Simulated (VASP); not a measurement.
**Cd: single point with PBE**

Cd:

```
Cd
1.0
     2.99670    0.00000    0.00000
     0.00000    2.99670    0.00000
     0.00000    0.00000    2.99670
Cd
1
Direct
  0.00000 0.00000 0.00000
```

This isn't the form of Cd at room conditions, which is hcp.

```yaml
Program: VASP 6.6.1
Task: single point
Functional: PBE
Potentials_or_basis: VASP PAW PBE potentials, release 64 (Cd)
Cutoff: 520 eV
k_mesh: 14 × 14 × 14
Occupations: fermi-dirac, width 0.05 eV
Spin: no spin polarisation
Dipole_correction: no
Further_INCAR_settings: ALGO = Normal; EDIFF = 1e-06; NBANDS = 12
```

```json
{
 "Pressure": "0.2 GPa",
 "Band gap on the k mesh": "zero (bands 6 and 7 overlap by 6.48 eV)"
}
```

Levels at points of the mesh, in eV from the Fermi level:
```
           k point  band 4  band 5  band 6  band 7  band 8  band 9
(0.00, 0.00, 0.00)   -8.12   -8.12   -7.38    9.76    9.76    9.76
(0.50, 0.00, 0.00)   -8.51   -8.09   -2.68   -1.99   13.47   13.47
(0.50, 0.50, 0.00)   -8.45   -7.77    1.24    1.24    1.71    5.67
(0.50, 0.50, 0.50)   -7.74   -7.74    4.49    4.49    4.49    7.01
```

Wall time 23 s on 1 thread of Intel Xeon 8259CL, with other jobs on the host, peak memory 0.16 GiB.
